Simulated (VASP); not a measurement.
Write the native input for VASP 6.6.1 that does the following.

- Task: single point
- Functional: LDA
- Potentials or basis: VASP PAW LDA potentials, release 64 (Cu_sv_GW)
- Cutoff: 700 eV
- k mesh: 12 × 12 × 7
- Occupations: fermi-dirac, width 0.05 eV
- Spin: no spin polarisation
- Dipole correction: no
- Second run: valence_matched
- Further INCAR settings: ALGO = Normal; EDIFF = 1e-06; NBANDS = 26

The structure of Cu lies in POSCAR:

```
Cu
1.0
    2.4823658959      0.0000000000      0.0000000000
   -1.2411829479      2.1497919273      0.0000000000
    0.0000000000      0.0000000000      4.0286174227
Cu
2
Direct
    0.6666666667      0.3333333333      0.7500000000
    0.3333333333      0.6666666667      0.2500000000
```

One way to write it, as run:

INCAR

```
SYSTEM = Cu
ALGO = Normal
EDIFF = 1E-6
ENCUT = 700
GGA = CA
GGA_COMPAT = .FALSE.
ISIF = 2
ISMEAR = -1
LASPH = .TRUE.
LCHARG = .FALSE.
LREAL = .FALSE.
LWAVE = .FALSE.
NBANDS = 26
NELM = 120
PREC = Accurate
SIGMA = 0.05
```

KPOINTS

```
k-points
0
G
  12 12 7
  0 0 0
```

Potentials or basis: VASP PAW LDA potentials, release 64 (Cu_sv_GW).

Launch:

```console
$ cat potpaw_LDA.64/Cu_sv_GW/POTCAR > POTCAR
$ mpirun -np 1 vasp_std > vasp.out
```

It gave:

| Item | Value |
| --- | --- |
| Pressure | -1.7 GPa |
| Band gap on the k mesh | zero (band 19 reaches 12.60 eV, above the bottom of band 20 at 6.41 eV) |

It took 45 s on 1 thread of Intel(R) Xeon(R) Platinum 8559C (Emerald Rapids), on a shared host, peak memory 0.19 GiB.
